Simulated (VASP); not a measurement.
# NaH (Pm-3m) in VASP: notebook

The runs below take NaH through single point, with PBE-based screened hybrid.

Everything below comes from runs of VASP 6.6.1. Logs are shortened: lines on timing, memory, paths and dates and some standing lists are left out, and cuts for length are marked.

## 1. The cell of the first run

The structure is cubic, space group Pm-3m (No. 221). The conventional cell has a = 2.932 Å, b = 2.932 Å, c = 2.932 Å, α = 90.00°, β = 90.00°, γ = 90.00°. Na (site symmetry m-3m) has 8 H at 2.54 Å and 6 Na at 2.93 Å within 3.4 Å. H (site symmetry m-3m) has 8 Na at 2.54 Å and 6 H at 2.93 Å within 3.4 Å.

## 2. Single point, PBE-based screened hybrid

Contents of POSCAR:

```
NaH
1.0
    2.9323912064      0.0000000000      0.0000000000
    0.0000000000      2.9323912064      0.0000000000
    0.0000000000      0.0000000000      2.9323912064
Na H
1 1
Direct
    0.0000000000      0.0000000000      0.0000000000
    0.5000000000      0.5000000000      0.5000000000
```

Contents of INCAR.step1:

```
PREC = Accurate ; ENCUT = 520
EDIFF = 1E-5 ; ISMEAR = 0
SIGMA = 0.01 ; LREAL = F
LASPH = T ; NELM = 80
ALGO = Normal ; ISIF = 2
LWAVE = T ; LCHARG = F
NBANDS = 11 ; GGA = PE
```

Contents of INCAR.step2:

```
PREC = Accurate ; ENCUT = 520
EDIFF = 1E-7 ; ISMEAR = 0
SIGMA = 0.01 ; LREAL = F
LASPH = T ; NELM = 80
ALGO = Normal ; ISIF = 2
LWAVE = F ; LCHARG = F
GGA = PE ; LHFCALC = T
AEXX = 1.0 ; HFSCREEN = 0.3
PRECFOCK = Normal ; NBANDS = 11
ISTART = 1 ; ALDAC = 1.0
AGGAC = 1.0
```

Contents of KPOINTS:

```
regular mesh
0
Gamma
  4 4 4
```

Potentials or basis: VASP PAW PBE potentials, release 64 (Na_pv, H).

Command:

```sh
> cat potpaw_PBE.64/Na_pv/POTCAR potpaw_PBE.64/H/POTCAR > POTCAR
> cp INCAR.step1 INCAR
> mpirun -np 1 vasp_std > vasp.out
> cp INCAR.step2 INCAR
> mpirun -np 1 vasp_std > vasp.out
```

OUTCAR:

```text
PREC = Accurate
   ENCUT = 520
   EDIFF = 1E-7
   ISMEAR = 0
   LREAL = F
   LASPH = T
   NELM = 80
   ISIF = 2
   GGA = PE
   LHFCALC = T
   AEXX = 1.0
   HFSCREEN = 0.3
   PRECFOCK = Normal
   ISTART = 1

 ion  position               nearest neighbor table
   1  0.000  0.000  0.000-
   2  0.500  0.500  0.500-

  LATTYP: Found a simple cubic cell.
 ALAT       =     2.9323912064

  Lattice vectors:

 A1 = (   2.9323912064,   0.0000000000,   0.0000000000)
 A2 = (   0.0000000000,   2.9323912064,   0.0000000000)
 A3 = (   0.0000000000,   0.0000000000,   2.9323912064)

Analysis of symmetry for initial positions (statically):
=====================================================================
 Subroutine PRICEL returns:
 Original cell was already a primitive cell.

 Routine SETGRP: Setting up the symmetry group for a
 simple cubic supercell.

 Subroutine GETGRP returns: Found 48 space group operations
 (whereof 48 operations were pure point group operations)
 out of a pool of 48 trial point group operations.

The static configuration has the point symmetry O_h .

Analysis of symmetry for dynamics (positions and initial velocities):
=====================================================================
 Subroutine PRICEL returns:
 Original cell was already a primitive cell.

 Routine SETGRP: Setting up the symmetry group for a
 simple cubic supercell.

 Subroutine GETGRP returns: Found 48 space group operations
 (whereof 48 operations were pure point group operations)
 out of a pool of 48 trial point group operations.

The dynamic configuration has the point symmetry O_h .

 Subroutine INISYM returns: Found 48 space group operations
 (whereof 48 operations are pure point group operations),
 and found     1 'primitive' translations

----------------------------------------------------------------------------------------

                                     Primitive cell

  volume of cell :      25.2154

  direct lattice vectors                    reciprocal lattice vectors
     2.932391206  0.000000000  0.000000000     0.341018619  0.000000000  0.000000000
     0.000000000  2.932391206  0.000000000     0.000000000  0.341018619  0.000000000
     0.000000000  0.000000000  2.932391206     0.000000000  0.000000000  0.341018619

  length of vectors
     2.932391206  2.932391206  2.932391206     0.341018619  0.341018619  0.341018619

  position of ions in fractional coordinates (direct lattice)
     0.000000000  0.000000000  0.000000000
     0.500000000  0.500000000  0.500000000

  ion indices of the primitive-cell ions
   primitive index   ion index
                 1           1
                 2           2

----------------------------------------------------------------------------------------

 KPOINTS: regular mesh

Automatic generation of k-mesh.
 Grid dimensions read from file:
 generate k-points for:    4    4    4

 Generating k-lattice:

  Cartesian coordinates                     Fractional coordinates (reciprocal lattice)
     0.085254655  0.000000000  0.000000000     0.250000000  0.000000000  0.000000000
     0.000000000  0.085254655  0.000000000     0.000000000  0.250000000  0.000000000
     0.000000000  0.000000000  0.085254655     0.000000000  0.000000000  0.250000000

  Length of vectors
     0.085254655  0.085254655  0.085254655

  Shift w.r.t. Gamma in fractional coordinates (k-lattice)
     0.000000000  0.000000000  0.000000000

 Subroutine IBZKPT returns following result:
 ===========================================

 Found     10 irreducible k-points:

 Following reciprocal coordinates:
            Coordinates               Weight
  0.000000  0.000000  0.000000      1.000000
  0.250000  0.000000  0.000000      6.000000
  0.500000  0.000000  0.000000      3.000000
  0.250000  0.250000  0.000000     12.000000
  0.500000  0.250000  0.000000     12.000000
  0.500000  0.500000  0.000000      3.000000
  0.250000  0.250000  0.250000      8.000000
  0.500000  0.250000  0.250000     12.000000
  0.500000  0.500000  0.250000      6.000000
  0.500000  0.500000  0.500000      1.000000
   k-points           NKPTS =     10   k-points in BZ     NKDIM =     64   number of bands    NBANDS=     11
   number of dos      NEDOS =    301   number of ions     NIONS =      2
   total plane-waves  NPLWV =  13824
   dimension x,y,z NGX =    24 NGY =   24 NGZ =   24
   dimension x,y,z NGXF=    48 NGYF=   48 NGZF=   48
   ions per type =               1   1
   NGX,Y,Z   is equivalent  to a cutoff of  13.61, 13.61, 13.61 a.u.
   NGXF,Y,Z  is equivalent  to a cutoff of  27.21, 27.21, 27.21 a.u.
 SYSTEM =  unknown system
   PREC   = accura    normal or accurate (medium, high low for compatibility)
   ISTART =      1    job   : 0-new  1-cont  2-samecut
   ICHARG =      0    charge: 1-file 2-atom 10-const
   ISPIN  =      1    spin polarized calculation?
   LNONCOLLINEAR =      F non collinear calculations
   LSORBIT =      F    spin-orbit coupling
   LASPH  =      T    aspherical Exc in radial PAW
   ENCUT  =  520.0 eV  38.22 Ry    6.18 a.u.   5.45  5.45  5.45*2*pi/ulx,y,z
   NELM   =     80;   NELMIN=  2; NELMDL=  0     # of ELM steps
   EDIFF  = 0.1E-06   stopping-criterion for ELM
   LREAL  =      F    real-space projection
   EDIFFG = 0.1E-05   stopping-criterion for IOM
   NSW    =      0    number of steps for IOM
   IBRION =     -1    ionic relax: 0-MD 1-quasi-New 2-CG
   NFREE  =      0    steps in history (QN), initial steepest desc. (CG)
   ISIF   =      2    stress and relaxation
   ISYM   =      3    0-nonsym 1-usesym 2-fastsym
   POTIM  = 0.5000    time-step for ionic-motion
   TEBEG  =    0.0;   TEEND  =   0.0 temperature during run
   PSTRESS=    0.0 pullay stress
   NELECT =       8.0000    total number of electrons
   NUPDOWN=      -1.0000    fix difference up-down
   EMIN   =  10.00;   EMAX   =-10.00  energy-range for DOS
   EFERMI =   0.00;   METHOD = LEGACY
   ISMEAR =     0;   SIGMA  =   0.01  broadening in eV -4-tet -1-fermi 0-gaus
   EFERMI_NEDOS =   21; number of points for ismear=-14 and -15
   IALGO  =     38    algorithm
   IMIX   =      1    mixing-type and parameters
     AMIX     =   0.40;   BMIX     =  1.00
     AMIX_MAG =   1.60;   BMIX_MAG =  1.00
  volume/ion in A,a.u.               =      12.61        85.08
  Fermi-wavevector in a.u.,A,eV,Ry     =   1.116562  2.109997 16.962535  1.246711
  Thomas-Fermi vector in A             =   2.253177
   LORBIT       =      0    0 simple, 1 ext, 2 COOP (PROOUT), +10 PAW based schemes
   GGA     = PE    functional components
   LHFCALC =     T    Hartree Fock is set to
   PRECFOCK=normal    Normal, Fast or Accurate (Low or Medium for compatibility)
   ENCUT4O =  -1.0   cutoff for four orbital integrals eV
   NKREDX  =     1    reduce k-point grid by
   NKREDY  =     1    reduce k-point grid by
   NKREDZ  =     1    reduce k-point grid by
   AEXX    =    1.0000 exact exchange contribution
   HFSCREEN=    0.3000 screening length (either q_TF or 0.3 A-1)
   HFSCREENC=   0.3000 screening length for correlation (either q_TF or 0.3 A-1)
   ENCUTFOCK=  -1.0 apply spherical cutoff to Coloumb kernel
   IVDW    =     0    specifies the selected vdW correction
   LEPSILON=     F    determine dielectric tensor
   LRPA    =     F    only Hartree local field effects (RPA)
 non-spin polarized calculation
 Gauss-broadening in eV      SIGMA  =   0.01
  energy-cutoff  :      520.00
  volume of cell :       25.22
 maximum number of plane-waves:       691
 NGX is ok and might be reduce to    24
  NGX = 18; NGY = 18; NGZ = 18

 number of electron       8.0000014 magnetization

 Free energy of the ion-electron system (eV)
  ---------------------------------------------------
  ext. energy  EPLUGINS =         0.00000000
  ---------------------------------------------------
  free energy    TOTEN  =        -7.14234645 eV

  energy without entropy =       -7.14234645  energy(sigma->0) =       -7.14234645

 E-fermi :  -0.4471     XC(G=0):  -3.3987

 val. band max:       -0.5277590122   @ k =   0.5000   0.5000   0.5000
 cond. band min:       3.3993738408   @ k =   0.5000   0.0000   0.0000
 fundamental gap:      3.9271328530
 Fermi energy:        -0.4470942964

 k-point     1 :       0.0000    0.0000    0.0000
  band No.  band energies     occupation
      1     -34.7727      2.00000
      2     -34.7727      2.00000
      3     -34.7727      2.00000
      4      -8.2083      2.00000
      5      13.0196      0.00000
      6      14.4598      0.00000
      7      14.4598      0.00000
      8      16.3633      0.00000
      9      16.3633      0.00000
     10      16.3633      0.00000
     11      31.0151      0.00000

 k-point     2 :       0.2500    0.0000    0.0000
  band No.  band energies     occupation
      1     -34.8526      2.00000
      2     -34.7661      2.00000
      3     -34.7661      2.00000
      4      -6.9601      2.00000
      5       7.3248      0.00000
      6      14.3538      0.00000
      7      15.5536      0.00000
      8      17.1654      0.00000
      9      17.1654      0.00000
     10      24.3141      0.00000
     11      24.8662      0.00000

 k-point     3 :       0.5000    0.0000    0.0000
  band No.  band energies     occupation
      1     -34.9318      2.00000
      2     -34.7595      2.00000
      3     -34.7595      2.00000
      4      -5.1289      2.00000
      5       3.3994      0.00000
      6      15.2897      0.00000
      7      17.9774      0.00000
      8      18.5969      0.00000
      9      18.5969      0.00000
     10      20.2282      0.00000
     11      22.2741      0.00000

 k-point     4 :       0.2500    0.2500    0.0000
  band No.  band energies     occupation
      1     -34.8466      2.00000
      2     -34.8355      2.00000
      3     -34.7598      2.00000
      4      -5.8169      2.00000
      5       7.8157      0.00000
      6       9.0516      0.00000
      7      15.4771      0.00000
      8      18.0557      0.00000
      9      19.3098      0.00000
     10      23.7397      0.00000
     11      25.0288      0.00000

 k-point     5 :       0.5000    0.2500    0.0000
  band No.  band energies     occupation
      1     -34.9154      2.00000
      2     -34.8295      2.00000
      3     -34.7534      2.00000
      4      -4.1774      2.00000
      5       4.6159      0.00000
      6      10.3204      0.00000
      7      14.1708      0.00000
      8      18.2707      0.00000
      9      19.7624      0.00000
     10      22.5694      0.00000
     11      23.0490      0.00000

 k-point     6 :       0.5000    0.5000    0.0000
  band No.  band energies     occupation
      1     -34.8989      2.00000
      2     -34.8989      2.00000
      3     -34.7473      2.00000
      4      -2.8797      2.00000
      5       6.9283      0.00000
      6       6.9283      0.00000
      7      10.2428      0.00000
      8      19.3078      0.00000
      9      22.9592      0.00000
     10      22.9592      0.00000
     11      23.5370      0.00000

 k-point     7 :       0.2500    0.2500    0.2500
  band No.  band energies     occupation
      1     -34.8391      2.00000
      2     -34.8274      2.00000
      3     -34.8274      2.00000
      4      -4.7362      2.00000
      5       8.4143      0.00000
      6      10.0471      0.00000
      7      10.0471      0.00000
      8      18.5611      0.00000
      9      18.5611      0.00000
     10      20.4784      0.00000
     11      26.9014      0.00000

 k-point     8 :       0.5000    0.2500    0.2500
  band No.  band energies     occupation
      1     -34.9023      2.00000
      2     -34.8237      2.00000
      3     -34.8192      2.00000
      4      -3.2073      2.00000
      5       5.7521      0.00000
      6      10.6514      0.00000
      7      12.2775      0.00000
      8      14.2874      0.00000
      9      16.5702      0.00000
     10      20.4503      0.00000
     11      26.3206      0.00000

 k-point     9 :       0.5000    0.5000    0.2500
  band No.  band energies     occupation
      1     -34.8890      2.00000
      2     -34.8890      2.00000
      3     -34.8134      2.00000
      4      -1.8819      2.00000
      5       7.8854      0.00000
      6       7.8854      0.00000
      7      11.2609      0.00000
      8      13.3942      0.00000
      9      16.6764      0.00000
     10      16.6764      0.00000
     11      23.6033      0.00000

 k-point    10 :       0.5000    0.5000    0.5000
  band No.  band energies     occupation
      1     -34.8790      2.00000
      2     -34.8790      2.00000
      3     -34.8790      2.00000
      4      -0.5278      2.00000
      5       9.8344      0.00000
      6       9.8344      0.00000
      7       9.8344      0.00000
      8      12.6522      0.00000
      9      12.6522      0.00000
     10      12.6522      0.00000
     11      20.6739      0.00000

------------------------ aborting loop because EDIFF is reached ----------------------------------------

  FORCE on cell =-STRESS in cart. coord.  units (eV):
  Direction    XX          YY          ZZ          XY          YZ          ZX
  --------------------------------------------------------------------------------------
  -------------------------------------------------------------------------------------
  Total       -0.1201618     -0.1201618     -0.1201618      0.0000000      0.0000000     -0.0000000
  in kB       -7.6350414     -7.6350414     -7.6350414      0.0000000      0.0000000     -0.0000000
  external PRESSURE =      -7.6350414 kB  Pullay stress =       0.0000000 kB

 VOLUME and BASIS-vectors are now :
 -----------------------------------------------------------------------------
  energy-cutoff  :      520.00
  volume of cell :       25.22
      direct lattice vectors                 reciprocal lattice vectors
     2.932391206  0.000000000  0.000000000     0.341018619  0.000000000  0.000000000
     0.000000000  2.932391206  0.000000000     0.000000000  0.341018619  0.000000000
     0.000000000  0.000000000  2.932391206     0.000000000  0.000000000  0.341018619

 POSITION                                       TOTAL-FORCE (eV/Angst)
 -----------------------------------------------------------------------------------
      0.00000      0.00000      0.00000         0.000000      0.000000      0.000000
      1.46620      1.46620      1.46620         0.000000      0.000000      0.000000
 -----------------------------------------------------------------------------------
    total drift:                                0.000003      0.000003      0.000002

  FREE ENERGIE OF THE ION-ELECTRON SYSTEM (eV)
  ---------------------------------------------------
  free  energy   TOTEN  =        -7.1423464462 eV

  energy  without entropy=       -7.1423464462  energy(sigma->0) =       -7.14234645
```

Wall time 54 s (1 thread of Intel Xeon Platinum 8488C (Sapphire Rapids), shared host); peak memory 0.23 GiB.

What came out:

```
Free energy            : -7.1423 eV
Pressure               : -0.8 GPa
Band gap on the k mesh : 3.93 eV, indirect (least direct gap 8.53 eV)
```

Caveat: the k points lie up to 0.54 Å⁻¹ apart; the PAW data sets were made with another functional, which shifts forces and pressure a little. A k mesh can miss the band edges.

[end of part 1 of 2]
